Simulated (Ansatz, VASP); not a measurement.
**One calculation of ZnSe, two programs**

```
CELL_PARAMETERS angstrom
0.00000 2.50361 3.75542
2.50361 0.00000 3.75542
2.50361 2.50361 0.00000
ATOMIC_POSITIONS crystal
Zn 0.00000 0.00000 0.00000
Se 0.75000 0.75000 0.75000
```

Alike in both runs: task single point; functional PBE; k mesh 10 × 10 × 10; occupations gaussian, width 0.05 eV; no spin polarisation.

|  | VASP | Ansatz |
| --- | --- | --- |
| version | VASP 6.6.1 | Ansatz 0.2.0 |
| potentials or method | VASP PAW PBE potentials, release 64 (Zn, Se), cutoff 520 eV | scalar-relativistic, plane waves, PAW |
| valence electrons in the cell | 18 | 28 |

|  | VASP | Ansatz | Ansatz less VASP |
| --- | --- | --- | --- |
| gap on the k mesh at the Fermi level (eV) | none | none | - |
| pressure (GPa) | -1.0 | -1.2 | -0.16 |
| traceless stress, the component that is largest in VASP (GPa) | -15.70 | -15.77 | -0.065 |

A gap of «none» marks a metal or a gap that the smearing closes. VASP's potentials hold 18 valence electrons a cell and Ansatz's 28, so a difference there can come from the potentials and not from the codes.
